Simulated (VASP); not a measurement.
# SrO (Fm-3m) in VASP: single point with LDA

Aim: the single point of SrO with LDA.

Everything below comes from runs of VASP 6.6.1. Logs are shortened: lines on timing, memory, paths and dates and some standing lists are left out, and cuts for length are marked.

### 1 The cell of the first run

Symmetry: Fm-3m, No. 225, cubic system. The conventional cell has a = 5.357 Å, b = 5.357 Å, c = 5.357 Å, α = 90.00°, β = 90.00°, γ = 90.00°. Sr (site symmetry m-3m) has 6 O at 2.68 Å within 3.5 Å. Within 3.5 Å of O (site symmetry m-3m) lie 6 Sr at 2.68 Å.

### 2 Single point, LDA

INCAR reads:

```
SYSTEM = SrO
PREC     = Accurate       ! precision mode
ENCUT    = 600            ! plane-wave cutoff, eV
EDIFF    = 1E-6           ! SCF threshold, eV
ISMEAR   = -1             ! smearing method
SIGMA    = 0.0201         ! smearing width, eV
LREAL    = .False.        ! projectors in reciprocal space
LASPH    = .True.         ! aspherical terms in the spheres
NELM     = 120            ! most SCF steps
ALGO     = Normal         ! electronic algorithm
ISIF     = 2              ! what is computed and relaxed
LWAVE    = .False.        ! write WAVECAR
LCHARG   = .False.        ! write CHGCAR
NBANDS   = 15             ! bands
GGA_COMPAT= .False.
```

KPOINTS reads:

```
regular mesh
0
Gamma
  8 8 8
  0 0 0
```

POSCAR reads:

```
SrO
1.0
    0.0000000000      2.6785560000      2.6785560000
    2.6785560000      0.0000000000      2.6785560000
    2.6785560000      2.6785560000      0.0000000000
Sr O
1 1
Direct
    0.0000000000      0.0000000000      0.0000000000
    0.5000000000      0.5000000000      0.5000000000
```

Potentials or basis: VASP PAW LDA potentials, release 64 (Sr_sv, O).

Run with:

```sh
> cat potpaw_LDA.64/Sr_sv/POTCAR potpaw_LDA.64/O/POTCAR > POTCAR
> mpirun -np 1 vasp_std > vasp.out
```

OUTCAR:

```text
SYSTEM = SrO
   PREC = Accurate
   ENCUT = 600
   EDIFF = 1E-6
   ISMEAR = -1
   LREAL = .False.
   LASPH = .True.
   NELM = 120
   ISIF = 2

 ion  position               nearest neighbor table
   1  0.000  0.000  0.000-   2 2.68   2 2.68   2 2.68   2 2.68   2 2.68   2 2.68
   2  0.500  0.500  0.500-   1 2.68   1 2.68   1 2.68   1 2.68   1 2.68   1 2.68

  LATTYP: Found a face centered cubic cell.
 ALAT       =     5.3571120000

  Lattice vectors:

 A1 = (   0.0000000000,   2.6785560000,   2.6785560000)
 A2 = (   2.6785560000,   0.0000000000,   2.6785560000)
 A3 = (   2.6785560000,   2.6785560000,   0.0000000000)

Analysis of symmetry for initial positions (statically):
=====================================================================
 Subroutine PRICEL returns:
 Original cell was already a primitive cell.

 Routine SETGRP: Setting up the symmetry group for a
 face centered cubic supercell.

 Subroutine GETGRP returns: Found 48 space group operations
 (whereof 48 operations were pure point group operations)
 out of a pool of 48 trial point group operations.

The static configuration has the point symmetry O_h .

Analysis of symmetry for dynamics (positions and initial velocities):
=====================================================================
 Subroutine PRICEL returns:
 Original cell was already a primitive cell.

 Routine SETGRP: Setting up the symmetry group for a
 face centered cubic supercell.

 Subroutine GETGRP returns: Found 48 space group operations
 (whereof 48 operations were pure point group operations)
 out of a pool of 48 trial point group operations.

The dynamic configuration has the point symmetry O_h .

 Subroutine INISYM returns: Found 48 space group operations
 (whereof 48 operations are pure point group operations),
 and found     1 'primitive' translations

----------------------------------------------------------------------------------------

                                     Primitive cell

  volume of cell :      38.4355

  direct lattice vectors                    reciprocal lattice vectors
     0.000000000  2.678556000  2.678556000    -0.186667742  0.186667742  0.186667742
     2.678556000  0.000000000  2.678556000     0.186667742 -0.186667742  0.186667742
     2.678556000  2.678556000  0.000000000     0.186667742  0.186667742 -0.186667742

  length of vectors
     3.788050223  3.788050223  3.788050223     0.323318013  0.323318013  0.323318013

  position of ions in fractional coordinates (direct lattice)
     0.000000000  0.000000000  0.000000000
     0.500000000  0.500000000  0.500000000

  ion indices of the primitive-cell ions
   primitive index   ion index
                 1           1
                 2           2

----------------------------------------------------------------------------------------

 KPOINTS: regular mesh

Automatic generation of k-mesh.
 Grid dimensions read from file:
 generate k-points for:    8    8    8

 Generating k-lattice:

  Cartesian coordinates                     Fractional coordinates (reciprocal lattice)
    -0.023333468  0.023333468  0.023333468     0.125000000  0.000000000  0.000000000
     0.023333468 -0.023333468  0.023333468     0.000000000  0.125000000  0.000000000
     0.023333468  0.023333468 -0.023333468     0.000000000  0.000000000  0.125000000

  Length of vectors
     0.040414752  0.040414752  0.040414752

  Shift w.r.t. Gamma in fractional coordinates (k-lattice)
     0.000000000  0.000000000  0.000000000

 Subroutine IBZKPT returns following result:
 ===========================================

 Found     29 irreducible k-points:

 Following reciprocal coordinates:
            Coordinates               Weight
  0.000000  0.000000  0.000000      1.000000
  0.125000  0.000000  0.000000      8.000000
  0.250000  0.000000  0.000000      8.000000
  0.375000  0.000000  0.000000      8.000000
  0.500000  0.000000  0.000000      4.000000
  0.125000  0.125000  0.000000      6.000000
[... 16 lines left out ...]
  0.500000  0.250000  0.125000     48.000000
 -0.375000  0.250000  0.125000     24.000000
 [... further k-points ...]
   k-points           NKPTS =     29   k-points in BZ     NKDIM =     29   number of bands    NBANDS=     15
   number of dos      NEDOS =    301   number of ions     NIONS =      2
   total plane-waves  NPLWV =  27000
   dimension x,y,z NGX =    30 NGY =   30 NGZ =   30
   dimension x,y,z NGXF=    60 NGYF=   60 NGZF=   60
   ions per type =               1   1
   NGX,Y,Z   is equivalent  to a cutoff of  13.17, 13.17, 13.17 a.u.
   NGXF,Y,Z  is equivalent  to a cutoff of  26.33, 26.33, 26.33 a.u.
 SYSTEM =  SrO
   PREC   = accura    normal or accurate (medium, high low for compatibility)
   ISTART =      0    job   : 0-new  1-cont  2-samecut
   ICHARG =      2    charge: 1-file 2-atom 10-const
   ISPIN  =      1    spin polarized calculation?
   LNONCOLLINEAR =      F non collinear calculations
   LSORBIT =      F    spin-orbit coupling
   LASPH  =      T    aspherical Exc in radial PAW
   ENCUT  =  600.0 eV  44.10 Ry    6.64 a.u.   7.57  7.57  7.57*2*pi/ulx,y,z
   NELM   =    120;   NELMIN=  2; NELMDL= -5     # of ELM steps
   EDIFF  = 0.1E-05   stopping-criterion for ELM
   LREAL  =      F    real-space projection
[... 7 lines left out ...]
   TEBEG  =    0.0;   TEEND  =   0.0 temperature during run
   PSTRESS=    0.0 pullay stress
   NELECT =      16.0000    total number of electrons
   NUPDOWN=      -1.0000    fix difference up-down
   EMIN   =  10.00;   EMAX   =-10.00  energy-range for DOS
   EFERMI =   0.00;   METHOD = LEGACY
   ISMEAR =    -1;   SIGMA  =   0.02  broadening in eV -4-tet -1-fermi 0-gaus
   EFERMI_NEDOS =   21; number of points for ismear=-14 and -15
   IALGO  =     38    algorithm
   IMIX   =      4    mixing-type and parameters
     AMIX     =   0.40;   BMIX     =  1.00
     AMIX_MAG =   1.60;   BMIX_MAG =  1.00
  volume/ion in A,a.u.               =      19.22       129.69
  Fermi-wavevector in a.u.,A,eV,Ry     =   1.222374  2.309952 20.329800  1.494198
  Thomas-Fermi vector in A             =   2.357523
   LORBIT       =      0    0 simple, 1 ext, 2 COOP (PROOUT), +10 PAW based schemes
   GGA     = CA    functional components
   LHFCALC =     F    Hartree Fock is set to
   AEXX    =    0.0000 exact exchange contribution
   IVDW    =     0    specifies the selected vdW correction
   LEPSILON=     F    determine dielectric tensor
   LRPA    =     F    only Hartree local field effects (RPA)
 non-spin polarized calculation
  energy-cutoff  :      600.00
  volume of cell :       38.44
 maximum number of plane-waves:      1303
   NGX = 15   NGY = 15   NGZ = 15

 number of electron      16.0000001 magnetization

 Free energy of the ion-electron system (eV)
  ---------------------------------------------------
  ext. energy  EPLUGINS =         0.00000000
  ---------------------------------------------------
  free energy    TOTEN  =       -13.15261176 eV

  energy without entropy =      -13.15261176  energy(sigma->0) =      -13.15261176

 E-fermi :   1.1905     XC(G=0):  -9.9621

 val. band max:        0.7900587725   @ k =   0.0000   0.0000   0.0000
 cond. band min:       3.7891475644   @ k =   0.0000   0.0000   0.0000
 fundamental gap:      2.9990887919
 Fermi energy:         1.1904860909

 k-point     1 :       0.0000    0.0000    0.0000
  band No.  band energies     occupation
      1     -31.7446      2.00000
      2     -13.8142      2.00000
      3     -13.5755      2.00000
      4     -13.5755      2.00000
      5     -13.5755      2.00000
      6       0.7901      2.00000
      7       0.7901      2.00000
      8       0.7901      2.00000
      9       3.7891      0.00000
     10       6.6164      0.00000
     11       6.6164      0.00000
     12       6.6164      0.00000
     13       8.5709      0.00000
     14       8.5709      0.00000
     15      12.6660      0.00000

 k-point     2 :       0.1250    0.0000    0.0000
  band No.  band energies     occupation
      1     -31.7326      2.00000
      2     -14.3055      2.00000
      3     -13.5851      2.00000
      4     -13.5851      2.00000
      5     -13.1150      2.00000
      6       0.3440      2.00000
      7       0.6290      2.00000
      8       0.6290      2.00000
      9       4.4622      0.00000
     10       6.4647      0.00000
     11       6.8865      0.00000
     12       6.8865      0.00000
     13       8.9071      0.00000
     14       8.9071      0.00000
     15      13.5586      0.00000

 k-point     3 :       0.2500    0.0000    0.0000
  band No.  band energies     occupation
      1     -31.7033      2.00000
      2     -14.8295      2.00000
      3     -13.6079      2.00000
      4     -13.6079      2.00000
      5     -12.6654      2.00000
      6      -0.4212      2.00000
      7       0.2776      2.00000
      8       0.2776      2.00000
      9       5.8562      0.00000
     10       6.3992      0.00000
     11       7.6156      0.00000
     12       7.6156      0.00000
     13       9.7588      0.00000
     14       9.7588      0.00000
     15      15.2686      0.00000

 k-point     4 :       0.3750    0.0000    0.0000
  band No.  band energies     occupation
      1     -31.6738      2.00000
      2     -15.1924      2.00000
      3     -13.6305      2.00000
      4     -13.6305      2.00000
      5     -12.3771      2.00000
      6      -1.0077      2.00000
      7      -0.0335      2.00000
      8      -0.0335      2.00000
      9       6.5465      0.00000
     10       7.3960      0.00000
     11       8.4881      0.00000
     12       8.4881      0.00000
     13      10.8507      0.00000
     14      10.8507      0.00000
     15      14.6092      0.00000
[... 307 lines left out ...]
 k-point    22 :       0.3750    0.2500    0.1250
  band No.  band energies     occupation
      1     -31.6819      2.00000
      2     -14.8505      2.00000
      3     -13.7570      2.00000
      4     -13.6499      2.00000
      5     -12.6815      2.00000
      6      -0.5706      2.00000
      7       0.1972      2.00000
      8       0.5000      2.00000
      9       5.5438      0.00000
     10       6.3042      0.00000
     11       8.3868      0.00000
     12       8.6404      0.00000
     13       9.9285      0.00000
     14      10.5110      0.00000
     15      15.6187      0.00000

 k-point    23 :       0.5000    0.2500    0.1250
  band No.  band energies     occupation
      1     -31.6585      2.00000
      2     -14.9959      2.00000
      3     -13.8318      2.00000
      4     -13.6989      2.00000
      5     -12.5979      2.00000
      6      -0.6622      2.00000
      7      -0.0075      2.00000
      8       0.2737      2.00000
      9       5.9561      0.00000
     10       7.0910      0.00000
     11       8.8226      0.00000
     12       9.1353      0.00000
     13      10.8346      0.00000
     14      11.6368      0.00000
     15      13.4348      0.00000

 k-point    24 :      -0.3750    0.2500    0.1250
  band No.  band energies     occupation
      1     -31.6487      2.00000
      2     -15.0527      2.00000
      3     -13.8492      2.00000
      4     -13.7333      2.00000
      5     -12.5665      2.00000
      6      -0.6933      2.00000
      7       0.0272      2.00000
      8       0.0525      2.00000
      9       6.6037      0.00000
     10       6.9129      0.00000
     11       9.0860      0.00000
     12       9.4929      0.00000
     13      11.3101      0.00000
     14      12.4336      0.00000
     15      12.4643      0.00000

 [... further k-points ...]

------------------------ aborting loop because EDIFF is reached ----------------------------------------

  FORCE on cell =-STRESS in cart. coord.  units (eV):
  Direction    XX          YY          ZZ          XY          YZ          ZX
  --------------------------------------------------------------------------------------
  -------------------------------------------------------------------------------------
  Total       -2.8155877     -2.8155877     -2.8155877      0.0000000     -0.0000000      0.0000000
  in kB     -117.3673920   -117.3673920   -117.3673920      0.0000000     -0.0000000      0.0000000
  external PRESSURE =    -117.3673920 kB  Pullay stress =       0.0000000 kB

 VOLUME and BASIS-vectors are now :
 -----------------------------------------------------------------------------
  energy-cutoff  :      600.00
  volume of cell :       38.44
      direct lattice vectors                 reciprocal lattice vectors
     0.000000000  2.678556000  2.678556000    -0.186667742  0.186667742  0.186667742
     2.678556000  0.000000000  2.678556000     0.186667742 -0.186667742  0.186667742
     2.678556000  2.678556000  0.000000000     0.186667742  0.186667742 -0.186667742

 POSITION                                       TOTAL-FORCE (eV/Angst)
 -----------------------------------------------------------------------------------
      0.00000      0.00000      0.00000         0.000000     -0.000000     -0.000000
      2.67856      2.67856      2.67856        -0.000000      0.000000      0.000000
 -----------------------------------------------------------------------------------
    total drift:                                0.000000      0.000000      0.000000

  FREE ENERGIE OF THE ION-ELECTRON SYSTEM (eV)
  ---------------------------------------------------
  free  energy   TOTEN  =       -13.1526117643 eV

  energy  without entropy=      -13.1526117643  energy(sigma->0) =      -13.15261176
```

Run time: 18 s. Hardware: 1 thread of Intel Xeon Platinum 8559C (Emerald Rapids), shared host; peak memory 0.16 GiB.

What came out:

```yaml
Free_energy: -13.1526 eV
Pressure: -11.7 GPa
Band_gap_on_the_k_mesh: 3.00 eV
```

Levels at points of the mesh, in eV from the valence-band top:
```csv
k point,band 6,band 7,band 8,band 9,band 10,band 11
"(0.00, 0.00, 0.00)",0.00,0.00,0.00,3.00,5.83,5.83
"(0.50, 0.00, 0.00)",-2.01,-0.94,-0.94,5.93,7.34,8.11
"(0.50, 0.50, 0.00)",-0.60,-0.15,-0.15,3.16,6.86,9.15
```

Caveat: the cell stands under tension. A k mesh can miss the band edges.
